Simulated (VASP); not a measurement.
# TaSi6 (R-3m) in VASP: single point with PBE

Aim: the single point of TaSi6 with PBE.

Everything below comes from runs of VASP 6.6.1. Logs are shortened: lines on timing, memory, paths and dates and some standing lists are left out, and cuts for length are marked.

### 1 The cell of the first run

It takes space group R-3m (No. 166, trigonal). The conventional cell has a = 4.392 Å, b = 4.392 Å, c = 19.018 Å, α = 90.00°, β = 90.00°, γ = 120.00°. Ta (site symmetry -3m) has 14 Si at 2.72 to 2.94 Å within 3.6 Å. Si (site symmetry 3m) has 11 Si at 2.47 to 3.22 Å and 3 Ta at 2.72 Å within 3.3 Å. Si (site symmetry 3m) has 7 Si at 2.47 to 2.83 Å and 3 Ta at 2.94 Å within 3.3 Å. Si (site symmetry 3m) has 13 Si at 2.62 to 3.31 Å and 1 Ta at 2.73 Å within 3.5 Å.

### 2 Single point, PBE

The input, INCAR:

```
SYSTEM = TaSi6
ALGO = Normal
EDIFF = 1E-6
ENCUT = 500
GGA = PE
GGA_COMPAT = .False.
ISIF = 2
ISMEAR = 0
LASPH = .True.
LCHARG = .True.
LELF = .True.
LREAL = .False.
LVHAR = .True.
LWAVE = .False.
NBANDS = 26
NELM = 120
PREC = Accurate
SIGMA = 0.2
```

The input, KPOINTS:

```
k-points
0
Gamma
  6 6 6
  0 0 0
```

The input, POSCAR:

```
TaSi6
1.0
   -2.1957571121      3.8031628793      0.0000000000
   -4.3915142242      0.0000000000      0.0000000000
   -2.1957571121      1.2677209598      6.3392414275
Ta Si
1 6
Direct
    0.0000000000      0.0000000000      0.0000000000
    0.7188515882      0.7188515882      0.8434452355
    0.4112373907      0.4112373907      0.7662878280
    0.1434625400      0.1434625400      0.5696123799
    0.8565374600      0.8565374600      0.4303876201
    0.5887626093      0.5887626093      0.2337121720
    0.2811484118      0.2811484118      0.1565547645
```

Potentials or basis: VASP PAW PBE potentials, release 64 (Ta_pv, Si).

Run with:

```bash
$ cat potpaw_PBE.64/Ta_pv/POTCAR potpaw_PBE.64/Si/POTCAR > POTCAR
$ mpirun -np 1 vasp_std > vasp.out
```

OUTCAR:

```text
SYSTEM = TaSi6
   EDIFF = 1E-6
   ENCUT = 500
   GGA = PE
   ISIF = 2
   ISMEAR = 0
   LASPH = .True.
   LREAL = .False.
   NELM = 120
   PREC = Accurate

 ion  position               nearest neighbor table
   1  0.000  0.000  0.000-   2 2.72   7 2.72   2 2.72   7 2.72   2 2.72   7 2.72   5 2.73   4 2.73
                             6 2.94   3 2.94   3 2.94   6 2.94   6 2.94   3 2.94
   2  0.719  0.719  0.843-   6 2.47   3 2.58   3 2.58   3 2.58   5 2.62   1 2.72   1 2.72   1 2.72
                             4 3.07   4 3.07   4 3.07
   3  0.411  0.411  0.766-   7 2.47   2 2.58   2 2.58   2 2.58   4 2.83   4 2.83   4 2.83   1 2.94
                             1 2.94   1 2.94
   4  0.143  0.143  0.570-   7 2.62   5 2.68   5 2.68   5 2.68   1 2.73   3 2.83   3 2.83   3 2.83
                             2 3.07   2 3.07   2 3.07
   5  0.857  0.857  0.430-   2 2.62   4 2.68   4 2.68   4 2.68   1 2.73   6 2.83   6 2.83   6 2.83
                             7 3.07   7 3.07   7 3.07
   6  0.589  0.589  0.234-   2 2.47   7 2.58   7 2.58   7 2.58   5 2.83   5 2.83   5 2.83   1 2.94
                             1 2.94   1 2.94
   7  0.281  0.281  0.157-   3 2.47   6 2.58   6 2.58   6 2.58   4 2.62   1 2.72   1 2.72   1 2.72
                             5 3.07   5 3.07   5 3.07

  LATTYP: Found a trigonal (rhomboedric) cell.
 ALAT       =     6.8274773968
 COS(alpha) =     0.7931392715

  Lattice vectors:

 A1 = (  -0.0000000000,  -2.5354419195,   6.3392414275)
 A2 = (   2.1957571121,   1.2677209598,   6.3392414275)
 A3 = (  -2.1957571121,   1.2677209598,   6.3392414275)

Analysis of symmetry for initial positions (statically):
=====================================================================
 Subroutine PRICEL returns:
 Original cell was already a primitive cell.

 Routine SETGRP: Setting up the symmetry group for a
 trigonal (rhombohedral) supercell.

 Subroutine GETGRP returns: Found 12 space group operations
 (whereof 12 operations were pure point group operations)
 out of a pool of 12 trial point group operations.

The static configuration has the point symmetry D_3d.

Analysis of symmetry for dynamics (positions and initial velocities):
=====================================================================
 Subroutine PRICEL returns:
 Original cell was already a primitive cell.

 Routine SETGRP: Setting up the symmetry group for a
 trigonal (rhombohedral) supercell.

 Subroutine GETGRP returns: Found 12 space group operations
 (whereof 12 operations were pure point group operations)
 out of a pool of 12 trial point group operations.

The dynamic configuration has the point symmetry D_3d.

 Subroutine INISYM returns: Found 12 space group operations
 (whereof 12 operations are pure point group operations),
 and found     1 'primitive' translations

----------------------------------------------------------------------------------------

                                     Primitive cell

  volume of cell :     105.8758

  direct lattice vectors                    reciprocal lattice vectors
    -2.195757112  3.803162879  0.000000000     0.000000000  0.262939041 -0.052582527
    -4.391514224  0.000000000  0.000000000    -0.227711889 -0.131469520 -0.052582527
    -2.195757112  1.267720960  6.339241428     0.000000000  0.000000000  0.157747581

  length of vectors
     4.391514224  4.391514224  6.827477397     0.268145224  0.268145224  0.157747581

  position of ions in fractional coordinates (direct lattice)
     0.000000000  0.000000000  0.000000000
     0.718851588  0.718851588  0.843445235
     0.411237391  0.411237391  0.766287828
     0.143462540  0.143462540  0.569612380
     0.856537460  0.856537460  0.430387620
     0.588762609  0.588762609  0.233712172
     0.281148412  0.281148412  0.156554765

  ion indices of the primitive-cell ions
   primitive index   ion index
                 1           1
                 2           2
                 3           3
                 4           4
                 5           5
                 6           6
                 7           7

----------------------------------------------------------------------------------------

 KPOINTS: k-points

Automatic generation of k-mesh.
 Grid dimensions read from file:
 generate k-points for:    6    6    6

 Generating k-lattice:

  Cartesian coordinates                     Fractional coordinates (reciprocal lattice)
     0.000000000  0.043823173 -0.008763754     0.166666667  0.000000000  0.000000000
    -0.037951982 -0.021911587 -0.008763754     0.000000000  0.166666667  0.000000000
     0.000000000  0.000000000  0.026291263     0.000000000  0.000000000  0.166666667

  Length of vectors
     0.044690871  0.044690871  0.026291263

  Shift w.r.t. Gamma in fractional coordinates (k-lattice)
     0.000000000  0.000000000  0.000000000

 Subroutine IBZKPT returns following result:
 ===========================================

 Found     32 irreducible k-points:

 Following reciprocal coordinates:
            Coordinates               Weight
  0.000000  0.000000  0.000000      1.000000
  0.166667  0.000000  0.000000      6.000000
  0.333333  0.000000  0.000000      6.000000
  0.500000  0.000000  0.000000      3.000000
  0.166667  0.166667  0.000000      6.000000
  0.333333  0.166667  0.000000     12.000000
[... 16 lines left out ...]
 -0.166667  0.500000  0.166667     12.000000
 -0.333333 -0.333333  0.166667      6.000000
 [... further k-points ...]
   k-points           NKPTS =     32   k-points in BZ     NKDIM =     32   number of bands    NBANDS=     26
   number of dos      NEDOS =    301   number of ions     NIONS =      7
   total plane-waves  NPLWV =  51200
   dimension x,y,z NGX =    32 NGY =   32 NGZ =   50
   dimension x,y,z NGXF=    64 NGYF=   64 NGZF=  100
   ions per type =               1   6
   NGX,Y,Z   is equivalent  to a cutoff of  12.11, 12.11, 12.17 a.u.
   NGXF,Y,Z  is equivalent  to a cutoff of  24.23, 24.23, 24.35 a.u.
 SYSTEM =  TaSi6
   PREC   = accura    normal or accurate (medium, high low for compatibility)
   ISTART =      0    job   : 0-new  1-cont  2-samecut
   ICHARG =      2    charge: 1-file 2-atom 10-const
   ISPIN  =      1    spin polarized calculation?
   LNONCOLLINEAR =      F non collinear calculations
   LSORBIT =      F    spin-orbit coupling
   LASPH  =      T    aspherical Exc in radial PAW
   ENCUT  =  500.0 eV  36.75 Ry    6.06 a.u.   8.01  8.01 12.45*2*pi/ulx,y,z
   NELM   =    120;   NELMIN=  2; NELMDL= -5     # of ELM steps
   EDIFF  = 0.1E-05   stopping-criterion for ELM
   LREAL  =      F    real-space projection
   EDIFFG = 0.1E-04   stopping-criterion for IOM
   NSW    =      0    number of steps for IOM
   IBRION =     -1    ionic relax: 0-MD 1-quasi-New 2-CG
   NFREE  =      0    steps in history (QN), initial steepest desc. (CG)
   ISIF   =      2    stress and relaxation
   ISYM   =      2    0-nonsym 1-usesym 2-fastsym
   POTIM  = 0.5000    time-step for ionic-motion
   TEBEG  =    0.0;   TEEND  =   0.0 temperature during run
   PSTRESS=    0.0 pullay stress
   NELECT =      35.0000    total number of electrons
   NUPDOWN=      -1.0000    fix difference up-down
   EMIN   =  10.00;   EMAX   =-10.00  energy-range for DOS
   EFERMI =   0.00;   METHOD = LEGACY
   ISMEAR =     0;   SIGMA  =   0.20  broadening in eV -4-tet -1-fermi 0-gaus
   EFERMI_NEDOS =   21; number of points for ismear=-14 and -15
   IALGO  =     38    algorithm
   IMIX   =      4    mixing-type and parameters
     AMIX     =   0.40;   BMIX     =  1.00
     AMIX_MAG =   1.60;   BMIX_MAG =  1.00
  volume/ion in A,a.u.               =      15.13       102.07
  Fermi-wavevector in a.u.,A,eV,Ry     =   1.131962  2.139099 17.433674  1.281339
  Thomas-Fermi vector in A             =   2.268663
   LORBIT       =      0    0 simple, 1 ext, 2 COOP (PROOUT), +10 PAW based schemes
   GGA     = PE    functional components
   LHFCALC =     F    Hartree Fock is set to
   AEXX    =    0.0000 exact exchange contribution
   IVDW    =     0    specifies the selected vdW correction
   LEPSILON=     F    determine dielectric tensor
   LRPA    =     F    only Hartree local field effects (RPA)
 non-spin polarized calculation
 Gauss-broadening in eV      SIGMA  =   0.20
  energy-cutoff  :      500.00
  volume of cell :      105.88
 maximum number of plane-waves:      2704
   NGX = 17   NGY = 17   NGZ = 25

 number of electron      35.0000002 magnetization

 Free energy of the ion-electron system (eV)
  ---------------------------------------------------
  ext. energy  EPLUGINS =         0.00000000
  ---------------------------------------------------
  free energy    TOTEN  =       -41.87953603 eV

  energy without entropy =      -41.79618299  energy(sigma->0) =      -41.83785951

 E-fermi :   9.1624     XC(G=0): -11.3627

 val. band max:        9.1610144286   @ k =  -0.3333  -0.3333   0.1667
 cond. band min:       9.1702992655   @ k =   0.3333   0.0000   0.1667
 fundamental gap:      0.0092848369
 Fermi energy:         9.1624197974

 k-point     1 :       0.0000    0.0000    0.0000
  band No.  band energies     occupation
      1     -25.2960      2.00000
      2     -25.2003      2.00000
      3     -25.2003      2.00000
      4      -4.4271      2.00000
      5      -0.9737      2.00000
      6      -0.7120      2.00000
[... 18 lines left out ...]
     25      12.0355      0.00000
     26      12.6420      0.00000

 k-point     2 :       0.1667    0.0000    0.0000
  band No.  band energies     occupation
      1     -25.2954      2.00000
      2     -25.2051      2.00000
      3     -25.2014      2.00000
      4      -4.1187      2.00000
      5      -0.9905      2.00000
      6      -0.2000      2.00000
[... 18 lines left out ...]
     25      12.3457      0.00000
     26      13.1287      0.00000

 k-point     3 :       0.3333    0.0000    0.0000
  band No.  band energies     occupation
      1     -25.2941      2.00000
      2     -25.2148      2.00000
      3     -25.2037      2.00000
      4      -3.2215      2.00000
      5      -0.6823      2.00000
      6       0.1094      2.00000
[... 572 lines left out ...]
 k-point    23 :      -0.1667    0.5000    0.1667
  band No.  band energies     occupation
      1     -25.2935      2.00000
      2     -25.2171      2.00000
      3     -25.2074      2.00000
      4      -1.9407      2.00000
      5      -1.3006      2.00000
      6      -0.6785      2.00000
[... 18 lines left out ...]
     25      13.1589      0.00000
     26      14.3181      0.00000

 k-point    24 :      -0.3333   -0.3333    0.1667
  band No.  band energies     occupation
      1     -25.2942      2.00000
      2     -25.2148      2.00000
      3     -25.2037      2.00000
      4      -2.7396      2.00000
      5      -1.9299      2.00000
      6       0.1857      2.00000
[... 18 lines left out ...]
     25      13.9338      0.00000
     26      14.2554      0.00000

 [... further k-points ...]
[... 5 lines left out ...]
  --------------------------------------------------------------------------------------
  -------------------------------------------------------------------------------------
  Total       -0.4280160     -0.4280160      0.9344390      0.0000000      0.0000000     -0.0000000
  in kB       -6.4770027     -6.4770027     14.1405078      0.0000000      0.0000000     -0.0000000
  external PRESSURE =       0.3955008 kB  Pullay stress =       0.0000000 kB

 VOLUME and BASIS-vectors are now :
 -----------------------------------------------------------------------------
  energy-cutoff  :      500.00
  volume of cell :      105.88
      direct lattice vectors                 reciprocal lattice vectors
    -2.195757112  3.803162879  0.000000000     0.000000000  0.262939041 -0.052582527
    -4.391514224  0.000000000  0.000000000    -0.227711889 -0.131469520 -0.052582527
    -2.195757112  1.267720960  6.339241428     0.000000000  0.000000000  0.157747581

 POSITION                                       TOTAL-FORCE (eV/Angst)
 -----------------------------------------------------------------------------------
      0.00000      0.00000      0.00000        -0.000000     -0.000000      0.000000
     -6.58727      3.80316      5.34680        -0.000000     -0.000000     -0.006881
     -4.39151      2.53544      4.85768        -0.000000      0.000000      0.022945
     -2.19576      1.26772      3.61091        -0.000000     -0.000000     -0.002813
     -6.58727      3.80316      2.72833        -0.000000      0.000000      0.002813
     -4.39151      2.53544      1.48156         0.000000     -0.000000     -0.022945
     -2.19576      1.26772      0.99244        -0.000000      0.000000      0.006881
 -----------------------------------------------------------------------------------
    total drift:                                0.000000      0.000000      0.000000

  FREE ENERGIE OF THE ION-ELECTRON SYSTEM (eV)
  ---------------------------------------------------
  free  energy   TOTEN  =       -41.8795360264 eV

  energy  without entropy=      -41.7961829905  energy(sigma->0) =      -41.83785951
```

Wall time 1.7 min (1 thread of AMD EPYC 7R13, shared host); peak memory 0.22 GiB.

Results:

- Free energy: -41.8795 eV
- Pressure: 0.0 GPa
- Largest force: 0.023 eV/Å

Forces in eV/Å, atoms in the order of the input:
```
Ta   0.000  0.000  0.000
Si   0.000  0.000 -0.007
Si   0.000  0.000  0.023
Si   0.000  0.000 -0.003
Si   0.000  0.000  0.003
Si   0.000  0.000 -0.023
Si   0.000  0.000  0.007
```

Caveat: spin-orbit coupling is left out, which moves the levels of the heavy elements.
